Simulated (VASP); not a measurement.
# TaN (P1) in VASP: single point with r2SCAN

Aim: the single point of TaN with r2SCAN.

Everything below comes from runs of VASP 6.6.1. Logs are shortened: lines on timing, memory, paths and dates and some standing lists are left out, and cuts for length are marked.

### Step 1. The cell of the first run

The typed cell holds 2 atoms: a = 2.938 Å, b = 2.938 Å, c = 2.883 Å, α = 90.00°, β = 90.00°, γ = 120.00°.

### Step 2. Single point, r2SCAN

The input, POSCAR:

```
TaN
1.0
    2.9380000000      0.0000000000      0.0000000000
   -1.4690000000      2.5443826363      0.0000000000
    0.0000000000      0.0000000000      2.8830000000
Ta N
1 1
Direct
    0.0114440000      0.0083290000      0.4832640000
    0.6525550000      0.3388060000      0.0058730000
```

The input, INCAR.step1:

```
ALGO = Normal
EDIFF = 1E-4
ENCUT = 520
GGA = PE
ISMEAR = 0
LASPH = T
LCHARG = F
LREAL = F
LWAVE = T
NBANDS = 15
NELM = 80
PREC = Accurate
SIGMA = 0.05
```

The input, INCAR.step2:

```
ALGO = Normal
EDIFF = 1E-7
ENCUT = 520
ISIF = 2
ISMEAR = 0
ISTART = 1
LASPH = T
LCHARG = T
LELF = T
LMIXTAU = T
LREAL = F
LVHAR = T
LWAVE = F
METAGGA = R2SCAN
NBANDS = 15
NELM = 80
PREC = Accurate
SIGMA = 0.05
```

The input, KPOINTS:

```
k-points
0
Gamma
  14 14 13
```

Potentials or basis: VASP PAW PBE potentials, release 64 (Ta_pv, N).

The run is started by

```
$ cat potpaw_PBE.64/Ta_pv/POTCAR potpaw_PBE.64/N/POTCAR > POTCAR
$ cp INCAR.step1 INCAR
$ mpirun -np 1 vasp_std > vasp.out
$ cp INCAR.step2 INCAR
$ mpirun -np 1 vasp_std > vasp.out
```

OUTCAR:

```text
EDIFF = 1E-7
   ENCUT = 520
   ISIF = 2
   ISMEAR = 0
   ISTART = 1
   LASPH = T
   LREAL = F
   METAGGA = R2SCAN
   NELM = 80
   PREC = Accurate

 ion  position               nearest neighbor table
   1  0.011  0.008  0.483-   2 2.13   2 2.19   2 2.22   2 2.23   2 2.28   2 2.31
   2  0.653  0.339  0.006-   1 2.13   1 2.19   1 2.22   1 2.23   1 2.28   1 2.31

  LATTYP: Found a hexagonal cell.
 ALAT       =     2.9380000000
 C/A-ratio  =     0.9812797822

  Lattice vectors:

 A1 = (   2.9380000000,   0.0000000000,   0.0000000000)
 A2 = (  -1.4690000000,   2.5443826363,   0.0000000000)
 A3 = (   0.0000000000,   0.0000000000,   2.8830000000)

Analysis of symmetry for initial positions (statically):
=====================================================================
 Subroutine PRICEL returns:
 Original cell was already a primitive cell.

 Routine SETGRP: Setting up the symmetry group for a
 hexagonal supercell.

 Subroutine GETGRP returns: Found  1 space group operations
 (whereof  1 operations were pure point group operations)
 out of a pool of 24 trial point group operations.

The static configuration has the point symmetry C_1 .

Analysis of symmetry for dynamics (positions and initial velocities):
=====================================================================
 Subroutine PRICEL returns:
 Original cell was already a primitive cell.

 Routine SETGRP: Setting up the symmetry group for a
 hexagonal supercell.

 Subroutine GETGRP returns: Found  1 space group operations
 (whereof  1 operations were pure point group operations)
 out of a pool of 24 trial point group operations.

The dynamic configuration has the point symmetry C_1 .

 Subroutine INISYM returns: Found  1 space group operations
 (whereof  1 operations are pure point group operations),
 and found     1 'primitive' translations

----------------------------------------------------------------------------------------

                                     Primitive cell

  volume of cell :      21.5516

  direct lattice vectors                    reciprocal lattice vectors
     2.938000000  0.000000000  0.000000000     0.340367597  0.196511324  0.000000000
    -1.469000000  2.544382636  0.000000000     0.000000000  0.393022648  0.000000000
     0.000000000  0.000000000  2.883000000     0.000000000  0.000000000  0.346860909

  length of vectors
     2.938000000  2.938000000  2.883000000     0.393022648  0.393022648  0.346860909

  position of ions in fractional coordinates (direct lattice)
     0.011444000  0.008329000  0.483264000
     0.652555000  0.338806000  0.005873000

  ion indices of the primitive-cell ions
   primitive index   ion index
                 1           1
                 2           2

----------------------------------------------------------------------------------------

 KPOINTS: k-points

Automatic generation of k-mesh.
 Grid dimensions read from file:
 generate k-points for:   14   14   13

 Generating k-lattice:

  Cartesian coordinates                     Fractional coordinates (reciprocal lattice)
     0.024311971  0.014036523  0.000000000     0.071428571 -0.000000000  0.000000000
     0.000000000  0.028073046  0.000000000     0.000000000  0.071428571  0.000000000
     0.000000000  0.000000000  0.026681608     0.000000000  0.000000000  0.076923077

  Length of vectors
     0.028073046  0.028073046  0.026681608

  Shift w.r.t. Gamma in fractional coordinates (k-lattice)
     0.000000000  0.000000000  0.000000000

 Subroutine IBZKPT returns following result:
 ===========================================

 Found   1276 irreducible k-points:

 Following reciprocal coordinates:
            Coordinates               Weight
  0.000000  0.000000  0.000000      1.000000
  0.071429 -0.000000  0.000000      2.000000
  0.000000  0.071429  0.000000      2.000000
 -0.071429  0.071429  0.000000      2.000000
  0.142857  0.000000  0.000000      2.000000
  0.000000  0.142857  0.000000      2.000000
[... 16 lines left out ...]
  0.071429  0.071429  0.000000      2.000000
 -0.071429  0.142857  0.000000      2.000000
 [... further k-points ...]
   k-points           NKPTS =   1276   k-points in BZ     NKDIM =   1276   number of bands    NBANDS=     15
   number of dos      NEDOS =    301   number of ions     NIONS =      2
   total plane-waves  NPLWV =  13824
   dimension x,y,z NGX =    24 NGY =   24 NGZ =   24
   dimension x,y,z NGXF=    48 NGYF=   48 NGZF=   48
   ions per type =               1   1
   NGX,Y,Z   is equivalent  to a cutoff of  13.58, 13.58, 13.84 a.u.
   NGXF,Y,Z  is equivalent  to a cutoff of  27.16, 27.16, 27.68 a.u.
 SYSTEM =  unknown system
   PREC   = accura    normal or accurate (medium, high low for compatibility)
   ISTART =      1    job   : 0-new  1-cont  2-samecut
   ICHARG =      0    charge: 1-file 2-atom 10-const
   ISPIN  =      1    spin polarized calculation?
   LNONCOLLINEAR =      F non collinear calculations
   LSORBIT =      F    spin-orbit coupling
   LASPH  =      T    aspherical Exc in radial PAW
   ENCUT  =  520.0 eV  38.22 Ry    6.18 a.u.   5.46  5.46  5.36*2*pi/ulx,y,z
   NELM   =     80;   NELMIN=  2; NELMDL=  0     # of ELM steps
   EDIFF  = 0.1E-06   stopping-criterion for ELM
   LREAL  =      F    real-space projection
   EDIFFG = 0.1E-05   stopping-criterion for IOM
   NSW    =      0    number of steps for IOM
   IBRION =     -1    ionic relax: 0-MD 1-quasi-New 2-CG
   NFREE  =      0    steps in history (QN), initial steepest desc. (CG)
   ISIF   =      2    stress and relaxation
   ISYM   =      2    0-nonsym 1-usesym 2-fastsym
   POTIM  = 0.5000    time-step for ionic-motion
   TEBEG  =    0.0;   TEEND  =   0.0 temperature during run
   PSTRESS=    0.0 pullay stress
   NELECT =      16.0000    total number of electrons
   NUPDOWN=      -1.0000    fix difference up-down
   EMIN   =  10.00;   EMAX   =-10.00  energy-range for DOS
   EFERMI =   0.00;   METHOD = LEGACY
   ISMEAR =     0;   SIGMA  =   0.05  broadening in eV -4-tet -1-fermi 0-gaus
   EFERMI_NEDOS =   21; number of points for ismear=-14 and -15
   IALGO  =     38    algorithm
   IMIX   =      4    mixing-type and parameters
     AMIX     =   0.40;   BMIX     =  1.00
     AMIX_MAG =   1.60;   BMIX_MAG =  1.00
  volume/ion in A,a.u.               =      10.78        72.72
  Fermi-wavevector in a.u.,A,eV,Ry     =   1.482365  2.801264 29.897531  2.197407
  Thomas-Fermi vector in A             =   2.596160
   LORBIT       =      0    0 simple, 1 ext, 2 COOP (PROOUT), +10 PAW based schemes
   METAGGA = R2SCAN    functional components
   LHFCALC =     F    Hartree Fock is set to
   AEXX    =    0.0000 exact exchange contribution
   IVDW    =     0    specifies the selected vdW correction
   LEPSILON=     F    determine dielectric tensor
   LRPA    =     F    only Hartree local field effects (RPA)
 non-spin polarized calculation
 Gauss-broadening in eV      SIGMA  =   0.05
  energy-cutoff  :      520.00
  volume of cell :       21.55
 maximum number of plane-waves:       605
 NGX is ok and might be reduce to    24
   NGX = 11   NGY = 11   NGZ = 11

 number of electron      16.0000000 magnetization

 Free energy of the ion-electron system (eV)
  ---------------------------------------------------
  ext. energy  EPLUGINS =         0.00000000
  ---------------------------------------------------
  free energy    TOTEN  =       -60.33024577 eV

  energy without entropy =      -60.33022323  energy(sigma->0) =      -60.33023450

 E-fermi :   8.2573     XC(G=0): -14.3431

 val. band max:        8.2062454084   @ k =   0.0000   0.0000   0.3846
 cond. band min:       8.3157212618   @ k =   0.0000  -0.0714   0.4615
 fundamental gap:      0.1094758534
 Fermi energy:         8.2573344851

 k-point     1 :       0.0000    0.0000    0.0000
  band No.  band energies     occupation
      1     -27.9163      2.00000
      2     -27.6575      2.00000
      3     -27.6530      2.00000
      4     -10.5905      2.00000
      5       3.2450      2.00000
      6       3.3656      2.00000
      7       3.7580      2.00000
      8       5.2770      2.00000
      9      10.5374      0.00000
     10      11.6687      0.00000
     11      12.2344      0.00000
     12      12.4925      0.00000
     13      12.6860      0.00000
     14      18.8526      0.00000
     15      22.1342      0.00000

 k-point     2 :       0.0714   -0.0000    0.0000
  band No.  band energies     occupation
      1     -27.9090      2.00000
      2     -27.7115      2.00000
      3     -27.6695      2.00000
      4     -10.4798      2.00000
      5       3.0091      2.00000
      6       3.3874      2.00000
      7       3.8477      2.00000
      8       5.1320      2.00000
      9      10.8530      0.00000
     10      11.5481      0.00000
     11      12.2100      0.00000
     12      12.6038      0.00000
     13      12.7142      0.00000
     14      18.8526      0.00000
     15      22.2142      0.00000

 k-point     3 :       0.0000    0.0714    0.0000
  band No.  band energies     occupation
      1     -27.9091      2.00000
      2     -27.7131      2.00000
      3     -27.6671      2.00000
      4     -10.4841      2.00000
      5       3.0045      2.00000
      6       3.3752      2.00000
      7       3.8691      2.00000
      8       5.1527      2.00000
      9      10.8665      0.00000
     10      11.5746      0.00000
     11      12.1779      0.00000
     12      12.5248      0.00000
     13      12.7604      0.00000
     14      18.8526      0.00000
     15      22.1183      0.00000
[... 343 lines left out ...]
 k-point    23 :       0.0714    0.0714    0.0000
  band No.  band energies     occupation
      1     -27.8957      2.00000
      2     -27.8186      2.00000
      3     -27.6940      2.00000
      4     -10.2697      2.00000
      5       2.5238      2.00000
      6       3.4879      2.00000
      7       4.0238      2.00000
      8       4.9213      2.00000
      9      10.9072      0.00000
     10      11.7358      0.00000
     11      12.1962      0.00000
     12      12.6412      0.00000
     13      12.9928      0.00000
     14      18.8527      0.00000
     15      22.2871      0.00000

 k-point    24 :      -0.0714    0.1429    0.0000
  band No.  band energies     occupation
      1     -27.8963      2.00000
      2     -27.8179      2.00000
      3     -27.6912      2.00000
      4     -10.2915      2.00000
      5       2.4790      2.00000
      6       3.5897      2.00000
      7       4.0034      2.00000
      8       4.9963      2.00000
      9      11.3167      0.00000
     10      11.4539      0.00000
     11      12.1312      0.00000
     12      12.4408      0.00000
     13      12.9989      0.00000
     14      18.8525      0.00000
     15      21.9283      0.00000

 [... further k-points ...]
[... 5 lines left out ...]
  --------------------------------------------------------------------------------------
  -------------------------------------------------------------------------------------
  Total        0.3735626      0.2671754      0.5823692      0.1368784     -0.0418860     -0.2317625
  in kB       27.7712273     19.8622358     43.2942377     10.1757586     -3.1138692    -17.2295909
  external PRESSURE =      30.3092336 kB  Pullay stress =       0.0000000 kB

 VOLUME and BASIS-vectors are now :
 -----------------------------------------------------------------------------
  energy-cutoff  :      520.00
  volume of cell :       21.55
      direct lattice vectors                 reciprocal lattice vectors
     2.938000000  0.000000000  0.000000000     0.340367597  0.196511324  0.000000000
    -1.469000000  2.544382636  0.000000000     0.000000000  0.393022648  0.000000000
     0.000000000  0.000000000  2.883000000     0.000000000  0.000000000  0.346860909

 POSITION                                       TOTAL-FORCE (eV/Angst)
 -----------------------------------------------------------------------------------
      0.02139      0.02119      1.39325        -0.974060     -0.131110      0.957974
      1.41950      0.86205      0.01693         0.974060      0.131110     -0.957974
 -----------------------------------------------------------------------------------
    total drift:                                0.000133     -0.000422      0.000036

  FREE ENERGIE OF THE ION-ELECTRON SYSTEM (eV)
  ---------------------------------------------------
  free  energy   TOTEN  =       -60.3302457721 eV

  energy  without entropy=      -60.3302232287  energy(sigma->0) =      -60.33023450
```

It took 40 min on 1 thread of Oxide Virtual Turin-like, shared host; peak memory 0.47 GiB.

What came out:

| Property | Result |
| --- | --- |
| Free energy | -60.3302 eV |
| Pressure | 3.0 GPa |
| Largest force | 1.372 eV/Å |
| Band gap on the k mesh | zero (band 8 reaches 8.39 eV, above the bottom of band 9 at 8.18 eV) |

Forces on the atoms (eV/Å):
```
Ta  -0.974 -0.131  0.958
N    0.974  0.131 -0.958
```

Stress tensor (GPa, compression positive):
```
 2.78  1.02 -1.72
 1.02  1.99 -0.31
-1.72 -0.31  4.33
```

Caveat: the PAW data sets were made with another functional, which shifts forces and pressure a little; spin-orbit coupling is left out, which moves the levels of the heavy elements.
